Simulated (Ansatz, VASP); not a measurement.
## One calculation of Si5Ge, two programs

```xyz
6
Lattice="2.7604 0.0000 0.0000 -1.3802 2.3906 0.0000 0.0000 0.0000 13.9547" Properties=species:S:1:pos:R:3 pbc="T T T"
Si    1.3802    0.7969   11.7434
Si    1.3802    0.7969    2.2114
Si    0.0000    1.5937    9.5407
Si    0.0000    1.5937    0.0000
Si    0.0000    1.5937    4.4140
Ge    1.3802    0.7969    6.9774
```

Alike in both runs: functional PBE; k mesh 18 × 18 × 4; occupations gaussian, width 0.1 eV; no spin polarisation.

Ansatz relaxed the structure, and its values are those at the end. VASP's run is a single point on that final structure, the one shown.

|  | VASP | Ansatz |
| --- | --- | --- |
| version | VASP 6.6.1 | Ansatz 0.2.0 |
| potentials or method | VASP PAW PBE potentials, release 64 (Si, Ge_d), cutoff 520 eV | scalar-relativistic, plane waves, PAW |
| valence electrons in the cell | 34 | 34 |

```csv
,VASP,Ansatz,Ansatz less VASP
gap on the k mesh at the Fermi level (eV),none,none,-
pressure (GPa),0.0,0.0,+0.01
```

A gap of «none» marks a metal or a gap that the smearing closes. The functional is the same, so the differences come from potentials, cutoffs and numerics.
